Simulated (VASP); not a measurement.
# Sb (Fm-3m) in VASP: notebook, part 2 of 2

VASP 6.6.1. Earlier steps stand in the parts before.

### Step 3. Single point, PBE-based screened hybrid

Input file POSCAR:

```
Sb
1.0
    0.0000000000      2.3712425216      2.3712425216
    2.3712425216      0.0000000000      2.3712425216
    2.3712425216      2.3712425216      0.0000000000
Sb
1
Direct
    0.0000000000      0.0000000000      0.0000000000
```

Input file INCAR.step1:

```
PREC = Accurate ; ENCUT = 520
EDIFF = 1E-5 ; ISMEAR = -1
SIGMA = 0.05 ; LREAL = F
LASPH = T ; NELM = 100
ALGO = Normal ; ISIF = 2
LWAVE = T ; LCHARG = F
NBANDS = 8 ; GGA = PE
```

Input file INCAR.step2:

```
PREC = Accurate ; ENCUT = 520
EDIFF = 1E-7 ; ISMEAR = -1
SIGMA = 0.05 ; LREAL = F
LASPH = T ; NELM = 100
ALGO = Normal ; ISIF = 2
LWAVE = F ; LCHARG = F
GGA = PE ; LHFCALC = T
AEXX = 0.2 ; HFSCREEN = 0.2
PRECFOCK = Normal ; NBANDS = 8
ISTART = 1
```

Input file KPOINTS:

```
Automatic mesh
0
Gamma
  5 5 5
```

Potentials or basis: VASP PAW PBE potentials, release 64 (Sb).

Command:

```sh
> cat potpaw_PBE.64/Sb/POTCAR > POTCAR
> cp INCAR.step1 INCAR
> mpirun -np 1 vasp_std > vasp.out
> cp INCAR.step2 INCAR
> mpirun -np 1 vasp_std > vasp.out
```

OUTCAR:

```text
PREC = Accurate
   ENCUT = 520
   EDIFF = 1E-7
   ISMEAR = -1
   LREAL = F
   LASPH = T
   NELM = 100
   ISIF = 2
   GGA = PE
   LHFCALC = T
   AEXX = 0.2
   HFSCREEN = 0.2
   PRECFOCK = Normal
   ISTART = 1

 ion  position               nearest neighbor table
   1  0.000  0.000  0.000-

  LATTYP: Found a face centered cubic cell.
 ALAT       =     4.7424850432

  Lattice vectors:

 A1 = (   0.0000000000,   2.3712425216,   2.3712425216)
 A2 = (   2.3712425216,   0.0000000000,   2.3712425216)
 A3 = (   2.3712425216,   2.3712425216,   0.0000000000)

Analysis of symmetry for initial positions (statically):
=====================================================================
 Subroutine PRICEL returns:
 Original cell was already a primitive cell.

 Routine SETGRP: Setting up the symmetry group for a
 face centered cubic supercell.

 Subroutine GETGRP returns: Found 48 space group operations
[... 9 lines left out ...]

 Routine SETGRP: Setting up the symmetry group for a
 face centered cubic supercell.

 Subroutine GETGRP returns: Found 48 space group operations
[... 11 lines left out ...]
                                     Primitive cell

  volume of cell :      26.6660

  direct lattice vectors                    reciprocal lattice vectors
     0.000000000  2.371242522  2.371242522    -0.210859916  0.210859916  0.210859916
     2.371242522  0.000000000  2.371242522     0.210859916 -0.210859916  0.210859916
     2.371242522  2.371242522  0.000000000     0.210859916  0.210859916 -0.210859916

  length of vectors
     3.353443334  3.353443334  3.353443334     0.365220089  0.365220089  0.365220089

  position of ions in fractional coordinates (direct lattice)
     0.000000000  0.000000000  0.000000000

  ion indices of the primitive-cell ions
   primitive index   ion index
                 1           1

----------------------------------------------------------------------------------------

 KPOINTS: Automatic mesh

Automatic generation of k-mesh.
 Grid dimensions read from file:
 generate k-points for:    5    5    5

 Generating k-lattice:

  Cartesian coordinates                     Fractional coordinates (reciprocal lattice)
    -0.042171983  0.042171983  0.042171983     0.200000000  0.000000000  0.000000000
     0.042171983 -0.042171983  0.042171983     0.000000000  0.200000000  0.000000000
     0.042171983  0.042171983 -0.042171983     0.000000000  0.000000000  0.200000000

  Length of vectors
     0.073044018  0.073044018  0.073044018

  Shift w.r.t. Gamma in fractional coordinates (k-lattice)
     0.000000000  0.000000000  0.000000000

 Subroutine IBZKPT returns following result:
 ===========================================

 Found     10 irreducible k-points:

 Following reciprocal coordinates:
            Coordinates               Weight
  0.000000  0.000000  0.000000      1.000000
  0.200000  0.000000  0.000000      8.000000
  0.400000  0.000000  0.000000      8.000000
  0.200000  0.200000  0.000000      6.000000
  0.400000  0.200000  0.000000     24.000000
 -0.400000  0.200000  0.000000     24.000000
 -0.200000  0.200000  0.000000     12.000000
  0.400000  0.400000  0.000000      6.000000
 -0.400000  0.400000  0.000000     12.000000
 -0.400000  0.400000  0.200000     24.000000
   k-points           NKPTS =     10   k-points in BZ     NKDIM =    125   number of bands    NBANDS=      8
   number of dos      NEDOS =    301   number of ions     NIONS =      1
   total plane-waves  NPLWV =  21952
   dimension x,y,z NGX =    28 NGY =   28 NGZ =   28
   dimension x,y,z NGXF=    56 NGYF=   56 NGZF=   56
   ions per type =               1
   NGX,Y,Z   is equivalent  to a cutoff of  13.88, 13.88, 13.88 a.u.
   NGXF,Y,Z  is equivalent  to a cutoff of  27.76, 27.76, 27.76 a.u.
 SYSTEM =  unknown system
   PREC   = accura    normal or accurate (medium, high low for compatibility)
   ISTART =      1    job   : 0-new  1-cont  2-samecut
   ICHARG =      0    charge: 1-file 2-atom 10-const
   ISPIN  =      1    spin polarized calculation?
   LNONCOLLINEAR =      F non collinear calculations
   LSORBIT =      F    spin-orbit coupling
   LASPH  =      T    aspherical Exc in radial PAW
   ENCUT  =  520.0 eV  38.22 Ry    6.18 a.u.   6.24  6.24  6.24*2*pi/ulx,y,z
   NELM   =    100;   NELMIN=  2; NELMDL=  0     # of ELM steps
   EDIFF  = 0.1E-06   stopping-criterion for ELM
   LREAL  =      F    real-space projection
   EDIFFG = 0.1E-05   stopping-criterion for IOM
   NSW    =      0    number of steps for IOM
   IBRION =     -1    ionic relax: 0-MD 1-quasi-New 2-CG
   NFREE  =      0    steps in history (QN), initial steepest desc. (CG)
   ISIF   =      2    stress and relaxation
   ISYM   =      3    0-nonsym 1-usesym 2-fastsym
   POTIM  = 0.5000    time-step for ionic-motion
   TEBEG  =    0.0;   TEEND  =   0.0 temperature during run
   PSTRESS=    0.0 pullay stress
   NELECT =       5.0000    total number of electrons
   NUPDOWN=      -1.0000    fix difference up-down
   EMIN   =  10.00;   EMAX   =-10.00  energy-range for DOS
   EFERMI =   0.00;   METHOD = LEGACY
   ISMEAR =    -1;   SIGMA  =   0.05  broadening in eV -4-tet -1-fermi 0-gaus
   EFERMI_NEDOS =   21; number of points for ismear=-14 and -15
   IALGO  =     38    algorithm
   IMIX   =      1    mixing-type and parameters
     AMIX     =   0.40;   BMIX     =  1.00
     AMIX_MAG =   1.60;   BMIX_MAG =  1.00
  volume/ion in A,a.u.               =      26.67       179.95
  Fermi-wavevector in a.u.,A,eV,Ry     =   0.937013  1.770697 11.945820  0.877993
  Thomas-Fermi vector in A             =   2.064081
   LORBIT       =      0    0 simple, 1 ext, 2 COOP (PROOUT), +10 PAW based schemes
   GGA     = PE    functional components
   LHFCALC =     T    Hartree Fock is set to
   PRECFOCK=normal    Normal, Fast or Accurate (Low or Medium for compatibility)
   ENCUT4O =  -1.0   cutoff for four orbital integrals eV
   NKREDX  =     1    reduce k-point grid by
   NKREDY  =     1    reduce k-point grid by
   NKREDZ  =     1    reduce k-point grid by
   AEXX    =    0.2000 exact exchange contribution
   HFSCREEN=    0.2000 screening length (either q_TF or 0.3 A-1)
   HFSCREENC=   0.2000 screening length for correlation (either q_TF or 0.3 A-1)
   ENCUTFOCK=  -1.0 apply spherical cutoff to Coloumb kernel
   IVDW    =     0    specifies the selected vdW correction
   LEPSILON=     F    determine dielectric tensor
   LRPA    =     F    only Hartree local field effects (RPA)
 non-spin polarized calculation
  energy-cutoff  :      520.00
  volume of cell :       26.67
 maximum number of plane-waves:       728
 NGX is ok and might be reduce to    28
  NGX = 20; NGY = 20; NGZ = 20

 number of electron       5.0000000 magnetization

 Free energy of the ion-electron system (eV)
  ---------------------------------------------------
  ext. energy  EPLUGINS =         0.00000000
  ---------------------------------------------------
  free energy    TOTEN  =        -4.41638915 eV

  energy without entropy =       -4.40351504  energy(sigma->0) =       -4.40995210

 E-fermi :   8.3482     XC(G=0):  -8.8743

 val. band max:        8.2957186747   @ k =  -0.4000   0.4000   0.2000
 cond. band min:       8.5966004405   @ k =  -0.2000   0.2000   0.0000
 fundamental gap:      0.3008817659
 Fermi energy:         8.3481789807

 k-point     1 :       0.0000    0.0000    0.0000
  band No.  band energies     occupation
      1      -5.6796      2.00000
      2      14.5155      0.00000
      3      14.5155      0.00000
      4      14.5155      0.00000
      5      19.0669      0.00000
      6      19.0669      0.00000
      7      19.0669      0.00000
      8      19.5359      0.00000

 k-point     2 :       0.2000    0.0000    0.0000
  band No.  band energies     occupation
      1      -4.8193      2.00000
      2       9.3548      0.00000
      3      13.6505      0.00000
      4      13.6505      0.00000
      5      17.5377      0.00000
      6      19.8798      0.00000
      7      19.8798      0.00000
      8      21.6414      0.00000
[... 67 lines left out ...]
 k-point     9 :      -0.4000    0.4000    0.0000
  band No.  band energies     occupation
      1       0.4122      2.00000
      2       3.6521      2.00000
      3       5.8848      2.00000
      4       9.6139      0.00000
      5      13.6776      0.00000
      6      17.5442      0.00000
      7      24.7810      0.00000
      8      25.2073      0.00000

 k-point    10 :      -0.4000    0.4000    0.2000
  band No.  band energies     occupation
      1      -0.4303      2.00000
      2       4.8027      2.00000
      3       6.1485      2.00000
      4       8.2957      1.48124
      5      17.5967      0.00000
      6      18.4421      0.00000
      7      20.1574      0.00000
      8      24.1022      0.00000

------------------------ aborting loop because EDIFF is reached ----------------------------------------

  FORCE on cell =-STRESS in cart. coord.  units (eV):
  Direction    XX          YY          ZZ          XY          YZ          ZX
  --------------------------------------------------------------------------------------
  -------------------------------------------------------------------------------------
  Total       -0.0969728     -0.0969728     -0.0969728      0.0000000     -0.0000000      0.0000000
  in kB       -5.8264283     -5.8264283     -5.8264283      0.0000000     -0.0000000      0.0000000
  external PRESSURE =      -5.8264283 kB  Pullay stress =       0.0000000 kB

 VOLUME and BASIS-vectors are now :
 -----------------------------------------------------------------------------
  energy-cutoff  :      520.00
  volume of cell :       26.67
      direct lattice vectors                 reciprocal lattice vectors
     0.000000000  2.371242522  2.371242522    -0.210859916  0.210859916  0.210859916
     2.371242522  0.000000000  2.371242522     0.210859916 -0.210859916  0.210859916
     2.371242522  2.371242522  0.000000000     0.210859916  0.210859916 -0.210859916

 POSITION                                       TOTAL-FORCE (eV/Angst)
 -----------------------------------------------------------------------------------
      0.00000      0.00000      0.00000        -0.000000     -0.000000     -0.000000
 -----------------------------------------------------------------------------------
    total drift:                                0.000000      0.000000     -0.000000

  FREE ENERGIE OF THE ION-ELECTRON SYSTEM (eV)
  ---------------------------------------------------
  free  energy   TOTEN  =        -4.4163891509 eV

  energy  without entropy=       -4.4035150423  energy(sigma->0) =       -4.40995210
```

OUTCAR.step1:

```text
PREC = Accurate
   ENCUT = 520
   EDIFF = 1E-5
   ISMEAR = -1
   LREAL = F
[... 309 lines left out ...]

 POSITION                                       TOTAL-FORCE (eV/Angst)
 -----------------------------------------------------------------------------------
      0.00000      0.00000      0.00000        -0.000000      0.000000     -0.000000
 -----------------------------------------------------------------------------------
    total drift:                                0.000000      0.000000      0.000000

  FREE ENERGIE OF THE ION-ELECTRON SYSTEM (eV)
  ---------------------------------------------------
  free  energy   TOTEN  =        -3.7719275646 eV

  energy  without entropy=       -3.7580438249  energy(sigma->0) =       -3.76498569
```

Run time: 88 s. Hardware: 1 thread of Intel Xeon 6975P-C (Granite Rapids), shared host; peak memory 0.25 GiB.

What came out:

```yaml
Free_energy: -4.4164 eV
Pressure: -0.6 GPa
```

Caveat: the k points lie up to 0.46 Å⁻¹ apart; the PAW data sets were made with another functional, which shifts forces and pressure a little; spin-orbit coupling is left out, which moves the levels of the heavy elements.

### Step 4. Single point, PBE-based screened hybrid

POSCAR is that of step 3.

Input file INCAR.step1:

```
SYSTEM = Sb
PREC = Accurate ; ENCUT = 520
EDIFF = 1E-5 ; ISMEAR = -1
SIGMA = 0.05 ; LREAL = .FALSE.
LASPH = .TRUE. ; NELM = 80
ALGO = Normal ; ISIF = 2
LWAVE = .TRUE. ; LCHARG = .FALSE.
GGA = PE ; NBANDS = 8
```

Input file INCAR.step2:

```
SYSTEM = Sb
PREC = Accurate ; ENCUT = 520
EDIFF = 1E-6 ; ISMEAR = -1
SIGMA = 0.05 ; LREAL = .FALSE.
LASPH = .TRUE. ; NELM = 80
ALGO = Normal ; ISIF = 2
LWAVE = .FALSE. ; LCHARG = .FALSE.
GGA = PE ; LHFCALC = .TRUE.
AEXX = 0.25 ; HFSCREEN = 0.2
PRECFOCK = Normal ; ISTART = 1
NBANDS = 8
```

Input file KPOINTS:

```
Automatic mesh
0
G
  5 5 5
  0 0 0
```

Command:

```sh
> cat potpaw_PBE.64/Sb/POTCAR > POTCAR
> cp INCAR.step1 INCAR
> mpirun -np 1 vasp_std > vasp.out
> cp INCAR.step2 INCAR
> mpirun -np 1 vasp_std > vasp.out
```

Run time: 74 s. Hardware: 1 thread of Intel Xeon 6975P-C (Granite Rapids), shared host; peak memory 0.25 GiB.

Results (log left out):

| Property | Result |
| --- | --- |
| Free energy | -4.6118 eV |
| Pressure | -1.3 GPa |

Levels at points of the mesh, in eV from the Fermi level:
```
           k point  band 1  band 2  band 3  band 4  band 5
(0.00, 0.00, 0.00)  -14.32    6.32    6.32    6.32   10.87
```

Caveat: the k points lie up to 0.46 Å⁻¹ apart; the PAW data sets were made with another functional, which shifts forces and pressure a little; spin-orbit coupling is left out, which moves the levels of the heavy elements.

### Step 5. Single point, PBE-based screened hybrid

POSCAR is that of step 4.

Input file INCAR.step1:

```
SYSTEM = Sb
PREC     = Accurate       ! precision mode
ENCUT    = 520            ! plane-wave cutoff, eV
EDIFF    = 1E-5           ! SCF threshold, eV
ISMEAR   = -1             ! smearing method
SIGMA    = 0.05           ! smearing width, eV
LREAL    = .False.        ! projectors in reciprocal space
LASPH    = .True.         ! aspherical terms in the spheres
NELM     = 100            ! most SCF steps
ALGO     = Normal         ! electronic algorithm
ISIF     = 2              ! what is computed and relaxed
LWAVE    = .True.         ! write WAVECAR
LCHARG   = .False.        ! write CHGCAR
GGA      = PE             ! functional
NBANDS   = 8              ! bands
```

Input file INCAR.step2:

```
SYSTEM = Sb
PREC     = Accurate       ! precision mode
ENCUT    = 520            ! plane-wave cutoff, eV
EDIFF    = 1E-6           ! SCF threshold, eV
ISMEAR   = -1             ! smearing method
SIGMA    = 0.05           ! smearing width, eV
LREAL    = .False.        ! projectors in reciprocal space
LASPH    = .True.         ! aspherical terms in the spheres
NELM     = 100            ! most SCF steps
ALGO     = Normal         ! electronic algorithm
ISIF     = 2              ! what is computed and relaxed
LWAVE    = .False.        ! write WAVECAR
LCHARG   = .False.        ! write CHGCAR
GGA      = PE             ! functional
LHFCALC  = .True.         ! exact exchange
AEXX     = 0.3            ! exact-exchange fraction
HFSCREEN = 0.2            ! screening, 1/A
PRECFOCK = Normal       
ISTART   = 1            
NBANDS   = 8              ! bands
```

Input file KPOINTS:

```
Automatic mesh
0
Gamma
  5 5 5
  0 0 0
```

Command:

```sh
> cat potpaw_PBE.64/Sb/POTCAR > POTCAR
> cp INCAR.step1 INCAR
> mpirun -np 1 vasp_std > vasp.out
> cp INCAR.step2 INCAR
> mpirun -np 1 vasp_std > vasp.out
```

It took 72 s on 1 thread of Intel Xeon 6975P-C (Granite Rapids), shared host; peak memory 0.25 GiB.

Results (log left out):

```yaml
Free_energy: -4.8260 eV
Pressure: -2.0 GPa
```

Levels at points of the mesh, in eV from the Fermi level:
```
           k point  band 1  band 2  band 3  band 4  band 5
(0.00, 0.00, 0.00)  -14.60    6.46    6.46    6.46   11.02
```

Caveat: the k points lie up to 0.46 Å⁻¹ apart; the PAW data sets were made with another functional, which shifts forces and pressure a little; spin-orbit coupling is left out, which moves the levels of the heavy elements.

### Step 6. Single point, PBEsol

Input file INCAR:

```
ALGO = Normal
EDIFF = 1E-6
ENCUT = 520
GGA = PS
ISIF = 2
ISMEAR = -1
LASPH = True
LCHARG = False
LREAL = False
LWAVE = False
NBANDS = 8
NELM = 100
PREC = Accurate
SIGMA = 0.05
```

Input file KPOINTS:

```
k-points
0
Gamma
  8 8 8
```

POSCAR is that of step 5.

Potentials or basis: VASP PAW PBE potentials, release 64 (Sb).

Command:

```sh
> cat potpaw_PBE.64/Sb/POTCAR > POTCAR
> mpirun -np 1 vasp_std > vasp.out
```

OUTCAR:

```text
EDIFF = 1E-6
   ENCUT = 520
   GGA = PS
   ISIF = 2
   ISMEAR = -1
   LASPH = True
   LREAL = False
   NELM = 100
   PREC = Accurate

 ion  position               nearest neighbor table
   1  0.000  0.000  0.000-

  LATTYP: Found a face centered cubic cell.
 ALAT       =     4.7424850432

  Lattice vectors:

 A1 = (   0.0000000000,   2.3712425216,   2.3712425216)
 A2 = (   2.3712425216,   0.0000000000,   2.3712425216)
 A3 = (   2.3712425216,   2.3712425216,   0.0000000000)

Analysis of symmetry for initial positions (statically):
[... 435 lines left out ...]
      3       8.1972      1.94475
      4       9.9822      0.00000
      5      16.1402      0.00000
      6      17.9075      0.00000
      7      21.8042      0.00000
      8      22.4516      0.00000

 [... further k-points ...]
[... 5 lines left out ...]
  --------------------------------------------------------------------------------------
  -------------------------------------------------------------------------------------
  Total       -0.0981103     -0.0981103     -0.0981103      0.0000000     -0.0000000     -0.0000000
  in kB       -5.8947729     -5.8947729     -5.8947729      0.0000000     -0.0000000     -0.0000000
  external PRESSURE =      -5.8947729 kB  Pullay stress =       0.0000000 kB

 VOLUME and BASIS-vectors are now :
 -----------------------------------------------------------------------------
  energy-cutoff  :      520.00
  volume of cell :       26.67
      direct lattice vectors                 reciprocal lattice vectors
     0.000000000  2.371242522  2.371242522    -0.210859916  0.210859916  0.210859916
     2.371242522  0.000000000  2.371242522     0.210859916 -0.210859916  0.210859916
     2.371242522  2.371242522  0.000000000     0.210859916  0.210859916 -0.210859916

 POSITION                                       TOTAL-FORCE (eV/Angst)
 -----------------------------------------------------------------------------------
      0.00000      0.00000      0.00000         0.000000      0.000000      0.000000
 -----------------------------------------------------------------------------------
    total drift:                                0.000000      0.000000      0.000000

  FREE ENERGIE OF THE ION-ELECTRON SYSTEM (eV)
  ---------------------------------------------------
  free  energy   TOTEN  =        -4.2886732756 eV

  energy  without entropy=       -4.2790379632  energy(sigma->0) =       -4.28385562
```

stdout:

```text
POSCAR found type information on POSCAR Sb
 POSCAR found :  1 types and       1 ions
 scaLAPACK will be used
 -----------------------------------------------------------------------------
|                                                                             |
|                                                                             |
|     You enforced a specific xc type in the INCAR file but a different       |
|     I HOPE YOU KNOW WHAT YOU ARE DOING!                                     |
|                                                                             |
 -----------------------------------------------------------------------------

 LDA part: xc-table for (Slater+PW92), standard interpolation
 POSCAR, INCAR and KPOINTS ok, starting setup
 FFT: planning ... GRIDC
 FFT: planning ... GRID_SOFT
 FFT: planning ... GRID
 WAVECAR not read
 entering main loop
```

Run time: 6.2 s. Hardware: 1 thread of Intel Xeon 6975P-C, shared host; peak memory 0.15 GiB.

What came out:

```
Free energy : -4.2887 eV
Pressure    : -0.6 GPa
```

Caveat: the PAW data sets were made with another functional, which shifts forces and pressure a little; spin-orbit coupling is left out, which moves the levels of the heavy elements.

### Step 7. Summary

| level | k mesh | grid for exact exchange (PRECFOCK) | share of exact exchange | screening parameter | gap on the mesh (eV) | pressure (GPa) |
| --- | --- | --- | --- | --- | --- | --- |
| PBE-based screened hybrid | 5 × 5 × 5 | Normal | 0.15 | 0.2 1/Å | none | 0.0 |
| PBE-based screened hybrid | 5 × 5 × 5 | Normal | 0.2 | 0.2 1/Å | none | -0.6 |
| PBE-based screened hybrid | 5 × 5 × 5 | Normal | 0.25 | 0.2 1/Å | none | -1.3 |
| PBE-based screened hybrid | 5 × 5 × 5 | Normal | 0.3 | 0.2 1/Å | none | -2.0 |
| PBEsol | 8 × 8 × 8 | - | - | - | none | -0.6 |

Alike in all rows: task single point; potentials or basis VASP PAW PBE potentials, release 64 (Sb); no spin polarisation; cell as given; cutoff (eV) 520; smearing fermi-dirac 0.05 eV.

Caveats: some runs use coarse meshes; the PAW data sets were made with another functional, which shifts forces and pressure a little; spin-orbit coupling is left out, which moves the levels of the heavy elements.

Absolute energies hang on the potentials; compare differences alone.
